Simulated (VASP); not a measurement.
# KCl (Pm-3m) in VASP: single point with PBEsol

Aim: the single point of KCl with PBEsol.

Program: VASP 6.6.1. These are calculated values, not measurements. Logs are shortened: lines on timing, memory, paths and dates and some standing lists are left out, and cuts for length are marked.

## 1. The cell of the first run

It takes space group Pm-3m (No. 221, cubic). The conventional cell has a = 3.771 Å, b = 3.771 Å, c = 3.771 Å, α = 90.00°, β = 90.00°, γ = 90.00°. Within 4.3 Å of K (site symmetry m-3m) lie 8 Cl at 3.27 Å and 6 K at 3.77 Å. Within 4.3 Å of Cl (site symmetry m-3m) lie 8 K at 3.27 Å and 6 Cl at 3.77 Å.

## 2. Single point, PBEsol

INCAR reads:

```
  PREC = Accurate
  ENCUT = 520
  EDIFF = 1E-7
  ISMEAR = 0
  SIGMA = 0.01
  LREAL = F
  LASPH = T
  NELM = 80
  ALGO = Normal
  ISIF = 2
  LWAVE = F
  LCHARG = F
  GGA = PS
  NBANDS = 15
```

KPOINTS reads:

```
Automatic mesh
0
Gamma
  6 6 6
```

POSCAR reads:

```
KCl
1.0
    3.7711682906      0.0000000000      0.0000000000
    0.0000000000      3.7711682906      0.0000000000
    0.0000000000      0.0000000000      3.7711682906
K Cl
1 1
Direct
    0.0000000000      0.0000000000      0.0000000000
    0.5000000000      0.5000000000      0.5000000000
```

Potentials or basis: VASP PAW PBE potentials, release 64 (K_sv, Cl).

Run with:

```
> cat potpaw_PBE.64/K_sv/POTCAR potpaw_PBE.64/Cl/POTCAR > POTCAR
> mpirun -np 1 vasp_std > vasp.out
```

OUTCAR:

```text
PREC = Accurate
   ENCUT = 520
   EDIFF = 1E-7
   ISMEAR = 0
   LREAL = F
   LASPH = T
   NELM = 80
   ISIF = 2
   GGA = PS

 ion  position               nearest neighbor table
   1  0.000  0.000  0.000-
   2  0.500  0.500  0.500-

  LATTYP: Found a simple cubic cell.
 ALAT       =     3.7711682906

  Lattice vectors:

 A1 = (   3.7711682906,   0.0000000000,   0.0000000000)
 A2 = (   0.0000000000,   3.7711682906,   0.0000000000)
 A3 = (   0.0000000000,   0.0000000000,   3.7711682906)

Analysis of symmetry for initial positions (statically):
=====================================================================
 Subroutine PRICEL returns:
 Original cell was already a primitive cell.

 Routine SETGRP: Setting up the symmetry group for a
 simple cubic supercell.

 Subroutine GETGRP returns: Found 48 space group operations
 (whereof 48 operations were pure point group operations)
 out of a pool of 48 trial point group operations.

The static configuration has the point symmetry O_h .

Analysis of symmetry for dynamics (positions and initial velocities):
=====================================================================
 Subroutine PRICEL returns:
 Original cell was already a primitive cell.

 Routine SETGRP: Setting up the symmetry group for a
 simple cubic supercell.

 Subroutine GETGRP returns: Found 48 space group operations
 (whereof 48 operations were pure point group operations)
 out of a pool of 48 trial point group operations.

The dynamic configuration has the point symmetry O_h .

 Subroutine INISYM returns: Found 48 space group operations
 (whereof 48 operations are pure point group operations),
 and found     1 'primitive' translations

----------------------------------------------------------------------------------------

                                     Primitive cell

  volume of cell :      53.6325

  direct lattice vectors                    reciprocal lattice vectors
     3.771168291  0.000000000  0.000000000     0.265169816  0.000000000  0.000000000
     0.000000000  3.771168291  0.000000000     0.000000000  0.265169816  0.000000000
     0.000000000  0.000000000  3.771168291     0.000000000  0.000000000  0.265169816

  length of vectors
     3.771168291  3.771168291  3.771168291     0.265169816  0.265169816  0.265169816

  position of ions in fractional coordinates (direct lattice)
     0.000000000  0.000000000  0.000000000
     0.500000000  0.500000000  0.500000000

  ion indices of the primitive-cell ions
   primitive index   ion index
[... 78 lines left out ...]
   TEBEG  =    0.0;   TEEND  =   0.0 temperature during run
   PSTRESS=    0.0 pullay stress
   NELECT =      16.0000    total number of electrons
   NUPDOWN=      -1.0000    fix difference up-down
   EMIN   =  10.00;   EMAX   =-10.00  energy-range for DOS
   EFERMI =   0.00;   METHOD = LEGACY
   ISMEAR =     0;   SIGMA  =   0.01  broadening in eV -4-tet -1-fermi 0-gaus
   EFERMI_NEDOS =   21; number of points for ismear=-14 and -15
   IALGO  =     38    algorithm
   IMIX   =      4    mixing-type and parameters
     AMIX     =   0.40;   BMIX     =  1.00
     AMIX_MAG =   1.60;   BMIX_MAG =  1.00
  volume/ion in A,a.u.               =      26.82       180.96
  Fermi-wavevector in a.u.,A,eV,Ry     =   1.093886  2.067146 16.280562  1.196588
  Thomas-Fermi vector in A             =   2.230181
   LORBIT       =      0    0 simple, 1 ext, 2 COOP (PROOUT), +10 PAW based schemes
   GGA     = PS    functional components
   LHFCALC =     F    Hartree Fock is set to
   AEXX    =    0.0000 exact exchange contribution
   IVDW    =     0    specifies the selected vdW correction
   LEPSILON=     F    determine dielectric tensor
   LRPA    =     F    only Hartree local field effects (RPA)
 non-spin polarized calculation
 Gauss-broadening in eV      SIGMA  =   0.01
  energy-cutoff  :      520.00
  volume of cell :       53.63
 maximum number of plane-waves:      1472
   NGX = 15   NGY = 15   NGZ = 15

 number of electron      16.0000004 magnetization

 Free energy of the ion-electron system (eV)
  ---------------------------------------------------
  ext. energy  EPLUGINS =         0.00000000
  ---------------------------------------------------
  free energy    TOTEN  =        -6.91360331 eV

  energy without entropy =       -6.91360331  energy(sigma->0) =       -6.91360331

 E-fermi :  -0.5847     XC(G=0):  -8.5102

 val. band max:       -0.6342744006   @ k =   0.5000   0.5000   0.0000
 cond. band min:       4.2037441929   @ k =   0.0000   0.0000   0.0000
 fundamental gap:      4.8380185934
 Fermi energy:        -0.5846564042

 k-point     1 :       0.0000    0.0000    0.0000
  band No.  band energies     occupation
      1     -28.4354      2.00000
      2     -13.2887      2.00000
      3     -11.8749      2.00000
      4     -11.8749      2.00000
      5     -11.8749      2.00000
      6      -0.8528      2.00000
      7      -0.8528      2.00000
      8      -0.8528      2.00000
      9       4.2037      0.00000
     10       5.7540      0.00000
     11       5.7540      0.00000
     12      10.1327      0.00000
     13      10.1327      0.00000
     14      10.1327      0.00000
[... 329 lines left out ...]
      2     -12.8184      2.00000
      3     -12.0775      2.00000
      4     -12.0775      2.00000
      5     -12.0775      2.00000
      6      -2.1072      2.00000
      7      -2.1072      2.00000
      8      -2.1072      2.00000
      9       8.1827      0.00000
     10       8.1827      0.00000
     11       8.1827      0.00000
     12       9.4280      0.00000
     13       9.4280      0.00000
     14       9.4280      0.00000
     15      11.9025      0.00000

------------------------ aborting loop because EDIFF is reached ----------------------------------------

  FORCE on cell =-STRESS in cart. coord.  units (eV):
  Direction    XX          YY          ZZ          XY          YZ          ZX
  --------------------------------------------------------------------------------------
  -------------------------------------------------------------------------------------
  Total       -0.1693459     -0.1693459     -0.1693459      0.0000000     -0.0000000     -0.0000000
  in kB       -5.0589168     -5.0589168     -5.0589168      0.0000000     -0.0000000     -0.0000000
  external PRESSURE =      -5.0589168 kB  Pullay stress =       0.0000000 kB

 VOLUME and BASIS-vectors are now :
 -----------------------------------------------------------------------------
  energy-cutoff  :      520.00
  volume of cell :       53.63
      direct lattice vectors                 reciprocal lattice vectors
     3.771168291  0.000000000  0.000000000     0.265169816  0.000000000  0.000000000
     0.000000000  3.771168291  0.000000000     0.000000000  0.265169816  0.000000000
     0.000000000  0.000000000  3.771168291     0.000000000  0.000000000  0.265169816

 POSITION                                       TOTAL-FORCE (eV/Angst)
 -----------------------------------------------------------------------------------
      0.00000      0.00000      0.00000         0.000000      0.000000      0.000000
      1.88558      1.88558      1.88558         0.000000      0.000000      0.000000
 -----------------------------------------------------------------------------------
    total drift:                               -0.000000      0.000000      0.000000

  FREE ENERGIE OF THE ION-ELECTRON SYSTEM (eV)
  ---------------------------------------------------
  free  energy   TOTEN  =        -6.9136033097 eV

  energy  without entropy=       -6.9136033097  energy(sigma->0) =       -6.91360331
```

OSZICAR:

```text
N       E                     dE             d eps       ncg     rms          rms(c)
DAV:   1     0.104396084650E+03    0.10440E+03   -0.73704E+03   600   0.981E+02
DAV:   2    -0.155506846518E+01   -0.10595E+03   -0.98475E+02   798   0.245E+02
DAV:   3    -0.701575964615E+01   -0.54607E+01   -0.54310E+01   817   0.500E+01
DAV:   4    -0.717400817447E+01   -0.15825E+00   -0.15822E+00   916   0.808E+00
DAV:   5    -0.717528024849E+01   -0.12721E-02   -0.12721E-02   831   0.787E-01    0.299E+00
DAV:   6    -0.694316070435E+01    0.23212E+00   -0.23598E-01   733   0.315E+00    0.252E+00
DAV:   7    -0.691278367037E+01    0.30377E-01   -0.69846E-02   754   0.185E+00    0.149E+00
DAV:   8    -0.691340315615E+01   -0.61949E-03   -0.15480E-02   855   0.937E-01    0.203E-01
DAV:   9    -0.691341573027E+01   -0.12574E-04   -0.68256E-04   789   0.178E-01    0.958E-02
DAV:  10    -0.691360602677E+01   -0.19030E-03   -0.25186E-04   691   0.128E-01    0.299E-02
DAV:  11    -0.691360172665E+01    0.43001E-05   -0.25959E-05   817   0.388E-02    0.142E-02
DAV:  12    -0.691360354744E+01   -0.18208E-05   -0.21984E-06   705   0.109E-02    0.233E-03
DAV:  13    -0.691360340116E+01    0.14628E-06   -0.11222E-07   715   0.256E-03    0.955E-04
DAV:  14    -0.691360330967E+01    0.91494E-07   -0.16362E-08   531   0.107E-03
   1 F= -.69136033E+01 E0= -.69136033E+01  d E =-.159220E-14
```

stdout:

```text
POSCAR found type information on POSCAR K Cl
 POSCAR found :  2 types and       2 ions
 scaLAPACK will be used
 -----------------------------------------------------------------------------
|                                                                             |
|                                                                             |
|     You enforced a specific xc type in the INCAR file but a different       |
|     I HOPE YOU KNOW WHAT YOU ARE DOING!                                     |
|                                                                             |
 -----------------------------------------------------------------------------

 LDA part: xc-table for (Slater+PW92), standard interpolation
 POSCAR, INCAR and KPOINTS ok, starting setup
 FFT: planning ... GRIDC
 FFT: planning ... GRID_SOFT
 FFT: planning ... GRID
 WAVECAR not read
 entering main loop
```

Run time: 7.5 s. Hardware: 1 thread of Intel Xeon Platinum 8559C (Emerald Rapids), shared host; peak memory 0.15 GiB.

What came out:

| Item | Value |
| --- | --- |
| Free energy | -6.9136 eV |
| Pressure | -0.5 GPa |
| Band gap on the k mesh | 4.84 eV, indirect (least direct gap 5.06 eV) |

Levels at points of the mesh, in eV from the valence-band top:
| k point | band 5 | band 6 | band 7 | band 8 | band 9 | band 10 | band 11 | band 12 |
| --- | --- | --- | --- | --- | --- | --- | --- | --- |
| (0.00, 0.00, 0.00) | -11.24 | -0.22 | -0.22 | -0.22 | 4.84 | 6.39 | 6.39 | 10.77 |
| (0.50, 0.00, 0.00) | -11.09 | -1.95 | -0.24 | -0.24 | 7.78 | 7.85 | 8.43 | 10.00 |
| (0.50, 0.50, 0.00) | -11.17 | -1.30 | -1.30 | 0.00 | 6.08 | 7.22 | 8.92 | 8.92 |
| (0.50, 0.50, 0.50) | -11.44 | -1.47 | -1.47 | -1.47 | 8.82 | 8.82 | 8.82 | 10.06 |

Caveat: the PAW data sets were made with another functional, which shifts forces and pressure a little. Expect the measured gap to be larger: semilocal functionals such as PBEsol lack the derivative discontinuity.
